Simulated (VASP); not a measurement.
# AgO: vibrations by perturbation theory with PBEsol

Crystal: AgO.

```xyz
2
Lattice="0.0000 2.4945 2.4945 2.4945 0.0000 2.4945 2.4945 2.4945 0.0000" Properties=species:S:1:pos:R:3 pbc="T T T"
Ag    0.0000    0.0000    0.0000
O     3.7417    3.7417    3.7417
```

```
Program                : VASP 6.6.1
Task                   : vibrations by perturbation theory
Functional             : PBEsol
Potentials or basis    : VASP PAW PBE potentials, release 64 (Ag, O)
Cutoff                 : 520 eV
k mesh                 : 14 × 14 × 14
Occupations            : fermi-dirac, width 0.15 eV
Spin                   : no spin polarisation
Dipole correction      : no
Further INCAR settings : ALGO = Normal; EDIFF = 1e-08; NBANDS = 16; IBRION = 8; NSW = 1
```

```json
{
 "Highest phonon frequency at Γ, LO-TO splitting left out": "219 cm⁻¹"
}
```

Phonon frequencies in cm⁻¹ (negative: imaginary):
| q point | frequencies |
| --- | --- |
| (0.000, 0.000, 0.000) | 0 0 0 219 219 219 |

It took 9.1 min on 1 thread of Intel(R) Xeon(R) 6975P-C (Granite Rapids), on a shared host, peak memory 0.54 GiB.

Caveat: the cell stands under pressure or tension, which shifts response properties.
